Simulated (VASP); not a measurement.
**Rh: relaxation of cell and atoms with PBE**

The system is Rh.

```
Rh
1.0
     0.00000    2.64786    2.64786
     2.64786    0.00000    2.64786
     2.64786    2.64786    0.00000
Rh
2
Direct
  0.12500 0.12500 0.12500
  0.87500 0.87500 0.87500
```

```json
{"Program": "VASP 6.6.1", "Task": "relaxation of cell and atoms", "Functional": "PBE", "Potentials or basis": "VASP PAW PBE potentials, release 64 (Rh_pv)", "Cutoff": "600 eV", "k mesh": "10 × 10 × 10", "Occupations": "fermi-dirac, width 0.05 eV", "Spin": "collinear spin, ferromagnetic start", "Starting moments": "[1.0, 1.0] μB", "Dipole correction": "no", "Further INCAR settings": "ALGO = Normal; EDIFF = 1e-07; IBRION = 2; EDIFFG = -0.01; NSW = 80; ISIF = 3"}
```

```json
{
  "Relaxed volume": "20.97 Å³/atom",
  "Relaxed cell": "a = 3.900 Å, b = 3.900 Å, c = 3.900 Å, α = 60.00°, β = 60.00°, γ = 60.00°",
  "Space group after relaxing (to 0.05 Å)": "Fd-3m (No. 227)",
  "Energy gained by relaxing": "141.2 meV/atom",
  "Ionic steps": "18",
  "Pressure after relaxing": "0.0 GPa",
  "Band gap on the k mesh": "zero (filled and empty bands overlap)",
  "Net moment": "0.00 μB per cell",
  "Valence electrons inside the program's atomic spheres": "Rh 13.81"
}
```

The path:
```tsv
step	energy change (eV)	largest force (eV/Å)	pressure (GPa)	volume (Å³)
1	0.0000	0.0000	21.23	37.13
2	0.3371	0.0000	-15.79	51.98
3	-0.2814	0.0000	-0.96	42.27
4	-0.2824	0.0000	-0.16	42.00
5	-0.2824	0.0000	0.14	41.90
6	-0.2824	0.0000	0.14	41.90
7	-0.2824	0.0000	0.13	41.91
8	-0.2824	0.0000	0.13	41.91
9	-0.2824	0.0000	0.13	41.91
10	-0.2824	0.0000	0.13	41.91
11	-0.2824	0.0000	0.13	41.91
12	-0.2824	0.0000	0.13	41.91
13	-0.2824	0.0000	0.12	41.91
14	-0.2824	0.0000	0.12	41.91
15	-0.2824	0.0000	0.12	41.91
16	-0.2824	0.0000	0.11	41.91
17	-0.2824	0.0000	0.08	41.92
18	-0.2824	0.0000	0.04	41.94
```

Final structure:
```yaml
crystal:
  lattice:
    - [0.00000, 2.75751, 2.75751]
    - [2.75751, 0.00000, 2.75751]
    - [2.75751, 2.75751, 0.00000]
  atoms:
    - { symbol: Rh, position: [0.12500, 0.12500, 0.12500] }
    - { symbol: Rh, position: [0.87500, 0.87500, 0.87500] }
```

Levels at points of the mesh, in eV from the Fermi level:
Spin up:
```
           k point  band 13  band 14  band 15  band 16  band 17  band 18
(0.00, 0.00, 0.00)    -1.43    -1.43    -1.43     0.35     0.35    12.49
(0.50, 0.00, 0.00)    -0.92    -0.92    -0.68     0.04     0.04     1.82
(0.50, 0.50, 0.00)    -2.10    -2.10     0.29     0.29     2.29     2.29
```
Spin down:
```csv
k point,band 11,band 12,band 13,band 14,band 15,band 16,band 17,band 18,band 19,band 20
"(0.00, 0.00, 0.00)",-3.88,-3.88,-1.43,-1.43,-1.43,0.35,0.35,12.49,12.68,12.68
"(0.50, 0.00, 0.00)",-3.91,-3.66,-0.92,-0.92,-0.68,0.04,0.04,1.82,9.38,9.38
"(0.50, 0.50, 0.00)",-2.18,-2.18,-2.10,-2.10,0.29,0.29,2.29,2.29,4.75,4.75
```

Run time: 7.7 min on 1 thread of Intel Xeon 6975P-C, on a shared host, peak memory 0.23 GiB.
